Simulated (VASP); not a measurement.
Write the native input for VASP 6.6.1 that does the following.

| Item | Value |
| --- | --- |
| Task | single point |
| Functional | PBEsol |
| Potentials or basis | VASP PAW PBE potentials, release 64 (P) |
| Cutoff | 520 eV |
| k mesh | 16 × 16 × 16 |
| Occupations | fermi-dirac, width 0.1 eV |
| Spin | no spin polarisation |
| Dipole correction | no |
| Further INCAR settings | ALGO = Normal; EDIFF = 1e-07; NBANDS = 8 |

The structure of P lies in POSCAR:

```
P
1.0
   -1.5070362784      1.5070362784      1.5070362784
    1.5070362784     -1.5070362784      1.5070362784
    1.5070362784      1.5070362784     -1.5070362784
P
1
Direct
    0.0000000000      0.0000000000      0.0000000000
```

These files were run (other wordings do the same):

INCAR

```
  ALGO = Normal
  EDIFF = 1E-7
  ENCUT = 520
  GGA = PS
  ISIF = 2
  ISMEAR = -1
  LASPH = True
  LCHARG = True
  LELF = True
  LREAL = False
  LVHAR = True
  LWAVE = False
  NBANDS = 8
  NELM = 80
  PREC = Accurate
  SIGMA = 0.1
```

KPOINTS

```
k-points
0
Gamma
  16 16 16
```

Potentials or basis: VASP PAW PBE potentials, release 64 (P).

Run with:

```sh
$ cat potpaw_PBE.64/P/POTCAR > POTCAR
$ mpirun -np 1 vasp_std > vasp.out
```

It gave:

The pressure is 0.0 GPa.

Caveat: the PAW data sets were made with another functional, which shifts forces and pressure a little.

It took 6.5 s on 1 thread of Intel(R) Xeon(R) Platinum 8488C (Sapphire Rapids) (shared host), peak memory 0.12 GiB.
